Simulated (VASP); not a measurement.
Input of a VASP 6.6.1 run:

File INCAR:

```
PREC = Accurate
ENCUT = 400
EDIFF = 1E-6
ISMEAR = -1
SIGMA = 0.2421
LREAL = Auto
LASPH = T
NELM = 120
ALGO = Normal
ISIF = 2
LWAVE = F
LCHARG = F
GGA = PE
ISYM = -1
NBANDS = 92
GGA_COMPAT = F
```

Contents of KPOINTS:

```
explicit points
1
Reciprocal
  0.25000000   0.25000000   0.25000000 1
```

File POSCAR:

```
Ta2Co7Ni7
1.0
    5.6289370000      0.2476520000      0.1288210000
    0.2476520000      5.7582790000     -0.1194910000
    0.1288210000     -0.1194910000      5.9706240000
Co Ni Ta
7 7 2
Direct
    0.6232182029      0.2881294276      0.5759167352
    0.4853699856      0.4029573959      0.9694283102
    0.1535847205      0.7093917890      0.1123884199
    0.5633320207      0.6630664037      0.6151312616
    0.8758898196      1.0450676528      0.8871712867
    0.1311340463      0.7081313351      0.7230620288
    0.3195779895      0.5051406275      0.3673899751
    0.4927746406      0.9123081858      0.8730924767
    0.6211008464      0.7830465533      0.2451263358
    0.2835850150      0.9476714065      0.4295114713
    0.8606976887      0.4776039084     -0.0316922600
    0.8616987512      0.4794814363      0.4068783801
    0.6922128847      0.1781822708      0.1663400043
    0.8798367426      0.9569746373      0.4821474954
    0.1141635199      0.2766727803      0.6808452933
    1.1564979339      0.2194862924      0.1636050798
```

Potentials or basis: VASP PAW PBE potentials, release 64 (Co, Ni, Ta_pv).

The run is started by

```bash
$ cat potpaw_PBE.64/Co/POTCAR potpaw_PBE.64/Ni/POTCAR potpaw_PBE.64/Ta_pv/POTCAR > POTCAR
$ mpirun -np 1 vasp_std > vasp.out
```

Q: What does it give for the pressure?

A: 11.3 GPa.

Q: What does it give for the band gap on the k mesh?

A: Zero (an odd number of electrons rules out a gap without spin polarisation).

Q: Estimate the largest force.

A: 4.860 eV/Å.

Forces on the atoms (eV/Å):
```
Co  -2.332 -3.309  2.543
Co  -3.274  1.582 -2.184
Co  -0.698  1.207 -0.758
Co  -0.063  0.371  0.275
Co   1.523 -2.577 -2.489
Co   0.020  0.287 -0.244
Co   0.790  0.526  1.301
Ni  -1.231  1.965  1.578
Ni  -0.010 -0.448 -1.723
Ni   1.595 -0.618  0.912
Ni   0.038  1.918 -0.195
Ni   2.870  2.157 -2.242
Ni  -1.458 -0.380  4.621
Ni  -0.462 -0.831 -0.067
Ta   2.551  0.340 -0.509
Ta   0.141 -2.189 -0.819
```

Caveat: the atoms stand as in a frame of molecular dynamics; spin-orbit coupling is left out, which moves the levels of the heavy elements; the run has no spin polarisation, though such a crystal can be magnetic. Spin polarisation is off, so any magnetic state and its effect on volume and gap are missing.
